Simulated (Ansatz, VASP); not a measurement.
# Two plane-wave programs on Rb3Ag

```
Rb Ag
1.0
     6.05724    0.00000    0.00000
     0.00000    6.05724    0.00000
     0.00000    0.00000    6.05724
Rb Ag
3 1
Direct
  0.00000 0.50000 0.50000
  0.50000 0.00000 0.50000
  0.50000 0.50000 0.00000
  0.00000 0.00000 0.00000
```

Alike in both runs: functional r2SCAN; k mesh 8 × 8 × 8; occupations gaussian, width 0.1 eV; no spin polarisation.

Ansatz relaxed the structure, and its values are those at the end. VASP's run is a single point on that final structure, the one shown.

```csv
,VASP,Ansatz
version,VASP 6.6.1,Ansatz 0.2.0
potentials or method,"VASP PAW PBE potentials, release 64 (Rb_sv, Ag), cutoff 520 eV","scalar-relativistic, plane waves, PAW"
valence electrons in the cell,38,46
```

```tsv
	VASP	Ansatz	Ansatz less VASP
gap on the k mesh at the Fermi level (eV)	none	none	-
pressure (GPa)	0.0	0.0	+0.01
```

VASP's potentials were made for PBE, not for r2SCAN. A gap of «none» marks a metal or a gap that the smearing closes. VASP's potentials hold 38 valence electrons a cell and Ansatz's 46, so a difference there can come from the potentials and not from the codes.
